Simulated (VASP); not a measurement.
Runs of VASP 6.6.1 on TaSi2. Symmetry: P6_222, No. 180, hexagonal system. Conventional cell: a = 4.780 Å, b = 4.780 Å, c = 6.564 Å, α = 90.00°, β = 90.00°, γ = 120.00°. Ta (site symmetry 222) has 10 Si at 2.59 to 2.76 Å and 4 Ta at 3.24 Å within 3.4 Å. Si (site symmetry 2) has 9 Si at 2.59 to 3.24 Å and 5 Ta at 2.59 to 2.76 Å within 3.4 Å. 

```csv
level,potentials or basis,U,k mesh,cutoff (eV),grid for exact exchange (PRECFOCK),share of exact exchange,screening parameter,gap on the mesh (eV),pressure (GPa),largest force (eV/Å)
r2SCAN+U,"VASP PAW PBE potentials, release 64 (Ta_sv_GW, Si)",Ta d U = 3.0 eV,5 × 5 × 3,550,-,-,-,none,4.4,0.93
PBEsol+U,"VASP PAW PBE potentials, release 64 (Ta_pv, Si)",Ta d U = 2.0 eV,7 × 7 × 4,520,-,-,-,none,(a),0.81
r2SCAN+U,"VASP PAW PBE potentials, release 64 (Ta_sv_GW, Si)",Ta d U = 5.0 eV,5 × 5 × 3,550,-,-,-,none,7.7,0.98
r2SCAN+U,"VASP PAW PBE potentials, release 64 (Ta_sv_GW, Si)",Ta d U = 6.0 eV,5 × 5 × 3,550,-,-,-,none,9.4,1.01
HSE06,"VASP PAW PBE potentials, release 64 (Ta_pv, Si)",-,4 × 4 × 4,520,Fast,0.25,0.2079 1/Å,none,(b),0.96
r2SCAN+U,"VASP PAW PBE potentials, release 64 (Ta_sv_GW, Si)",Ta d U = 2.0 eV,5 × 5 × 3,550,-,-,-,none,2.8,0.90
```

Alike in all rows: task single point; no spin polarisation; cell as given; smearing fermi-dirac 0.05 eV.

Q: Estimate the missing entries.

A: (a) 1.8; (b) -1.0.

Caveats: some runs use coarse meshes; the PAW data sets were made with another functional, which shifts forces and pressure a little; spin-orbit coupling is left out, which moves the levels of the heavy elements; an odd number of electrons without spin polarisation forces a metal; a magnetic or distorted state may lie lower; U without spin polarisation on a metal has little footing (at least some runs); the U is typed as a test and isn't derived for this compound (at least some runs); the cell stands under pressure (at least some runs).

A k mesh can miss the band edges, and the runs leave out spin-orbit coupling on Ta.

A gap of «none» marks levels without a gap at the run's occupations.

The runs don't all hold the same shells in valence.
